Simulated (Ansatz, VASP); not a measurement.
**TaAlCl6: VASP beside Ansatz**

```
Ta Al Cl
1.0
     6.30924    3.64264    2.05420
    -6.30924    3.64264    2.05420
     0.00000   -7.28529    2.05420
Ta Al Cl
1 1 6
Direct
  0.50000 0.50000 0.50000
  0.00000 0.00000 0.00000
  0.31906 0.31906 0.06303
  0.06303 0.31906 0.31906
  0.31906 0.06303 0.31906
  0.93697 0.68094 0.68094
  0.68094 0.68094 0.93697
  0.68094 0.93697 0.68094
```

Alike in both runs: functional PBE; k mesh 3 × 3 × 3; occupations gaussian, width 0.1 eV; collinear spin.

Ansatz relaxed the structure, and its values are those at the end. VASP's run is a single point on that final structure, the one shown.

|  | VASP | Ansatz |
| --- | --- | --- |
| version | VASP 6.6.1 | Ansatz 0.2.0 |
| potentials or method | VASP PAW PBE potentials, release 64 (Ta_pv, Al, Cl), cutoff 500 eV | scalar-relativistic, plane waves, PAW |
| valence electrons in the cell | 56 | 58 |

Ansatz gave:

* gap on the k mesh at the Fermi level (eV): none
* pressure (GPa): 0.1
* rms of the force components (eV/Å): 0.005
* net moment per atom (μB): 0.25
* size of the moment on the site where the two differ most (μB): 1.06

What did VASP give for the same quantities?

gap on the k mesh at the Fermi level (eV): none; pressure (GPa): 0.0; rms of the force components (eV/Å): 0.011; net moment per atom (μB): 0.25; size of the moment on the site where the two differ most (μB): 1.36.

Site moments also hang on the region over which each program counts them. A gap of «none» marks a metal or a gap that the smearing closes. VASP's potentials hold 56 valence electrons a cell and Ansatz's 58, so a difference there can come from the potentials and not from the codes.

The k mesh is coarse, so the values compare programs but aren't converged. Neither program's run includes spin-orbit coupling.
